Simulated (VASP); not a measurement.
A run of VASP 6.6.1:

INCAR

```
  PREC = Accurate
  ENCUT = 520
  EDIFF = 1E-6
  ISMEAR = 0
  SIGMA = 0.1
  LREAL = False
  LASPH = True
  NELM = 100
  ALGO = Normal
  ISIF = 2
  LWAVE = False
  LCHARG = False
  GGA = PE
  NBANDS = 16
```

KPOINTS

```
regular mesh
0
Gamma
  12 12 12
```

Contents of POSCAR:

```
MnSb
1.0
    3.3181837824      0.0000000000      0.0000000000
    0.0000000000      3.3181837824      0.0000000000
    0.0000000000      0.0000000000      3.3181837824
Mn Sb
1 1
Direct
    0.0000000000      0.0000000000      0.0000000000
    0.5000000000      0.5000000000      0.5000000000
```

Potentials or basis: VASP PAW PBE potentials, release 64 (Mn_pv, Sb).

Run with:

```bash
$ cat potpaw_PBE.64/Mn_pv/POTCAR potpaw_PBE.64/Sb/POTCAR > POTCAR
$ mpirun -np 1 vasp_std > vasp.out
```

Hardware: 1 thread of Intel(R) Xeon(R) Platinum 8259CL CPU @ 2.50GHz (Skylake/Cascade Lake), on a shared host.

Estimate the wall time of this run.

Run time: 47 s on 1 thread of Intel(R) Xeon(R) Platinum 8259CL CPU @ 2.50GHz (Skylake/Cascade Lake), on a shared host, peak memory 0.19 GiB. Counts: scf iterations 14, k points 84.
